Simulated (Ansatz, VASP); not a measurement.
## SnO: VASP beside Ansatz

POSCAR

```
SnO
1.0
    3.3991548656      0.0000000000      0.0000000000
    0.0000000000      5.7487718259      0.0000000000
    0.0000000000      0.0000000000      4.2775286081
Sn O
2 2
Direct
    0.5000000000      0.7680910000      0.0131440000
    0.0000000000      0.2319090000      0.5131440000
    0.5000000000      0.1087500000      0.2368570000
    0.0000000000      0.8912500000      0.7368570000
```

INCAR.step1

```
SYSTEM = SnO
PREC = Accurate
ENCUT = 520
ISMEAR = -1
SIGMA = 0.05
LREAL = .FALSE.
LASPH = .TRUE.
NELM = 60
NBANDS = 28
GGA = PE
ALGO = Normal
EDIFF = 1E-4
LWAVE = .TRUE.
LCHARG = .FALSE.
```

INCAR.step2

```
SYSTEM = SnO
PREC = Accurate
ENCUT = 520
EDIFF = 1E-6
ISMEAR = -1
SIGMA = 0.05
LREAL = .FALSE.
LASPH = .TRUE.
NELM = 60
ALGO = Normal
ISIF = 2
LWAVE = .FALSE.
LCHARG = .FALSE.
METAGGA = R2SCAN
LMIXTAU = .TRUE.
NBANDS = 28
ISTART = 1
```

KPOINTS

```
regular mesh
0
G
  8 5 6
  0 0 0
```

Contents of input.yaml:

```yaml
crystal:
  lattice:
    - [3.3991548656, 0.0, 0.0]
    - [0.0, 5.7487718259, 0.0]
    - [0.0, 0.0, 4.2775286081]
  atoms:
    - { symbol: Sn, position: [0.5, 0.768091, 0.013144] }
    - { symbol: Sn, position: [0.0, 0.231909, 0.513144] }
    - { symbol: O, position: [0.5, 0.10875, 0.236857] }
    - { symbol: O, position: [0.0, 0.89125, 0.736857] }
hamiltonian:
  xc: r2scan
  pseudopotentials: { kind: paw }
kpoints:
  mp_grid: { grid: [8, 5, 6] }
scf:
  occupations: { method: fermi_dirac, width: 0.05 }
output:
  forces: true
  stress: true
  eigenvalues: true
```

Alike in both runs: task single point; functional r2SCAN; k mesh 8 × 5 × 6; occupations fermi-dirac, width 0.05 eV; no spin polarisation.

|  | VASP | Ansatz |
| --- | --- | --- |
| version | VASP 6.6.1 | Ansatz 0.2.0 |
| potentials or method | VASP PAW PBE potentials, release 64 (Sn_d, O) | Ansatz PAW |
| plane-wave cutoff (eV) | 520 | 500 |
| valence electrons in the cell | 40 | 40 |

|  | VASP | Ansatz | Ansatz less VASP |
| --- | --- | --- | --- |
| gap on the k mesh at the Fermi level (eV) | 1.84 | 1.85 | +0.013 |
| least direct gap on the mesh (eV) | 2.44 | 2.46 | +0.013 |
| pressure (GPa) | -5.3 | -5.7 | -0.37 |
| traceless stress, the component that is largest in VASP (GPa) | -1.17 | -1.25 | -0.078 |
| rms of the force components (eV/Å) | 0.447 | 0.495 | +0.0487 |

VASP's potentials were made for PBE, not for r2SCAN. Atom by atom the forces differ by 0.050 eV/Å (rms over components).

Noted on Ansatz's run: odd divisions of the mesh miss points on the zone boundary, where band edges often lie, so the gap on the mesh can be too wide.
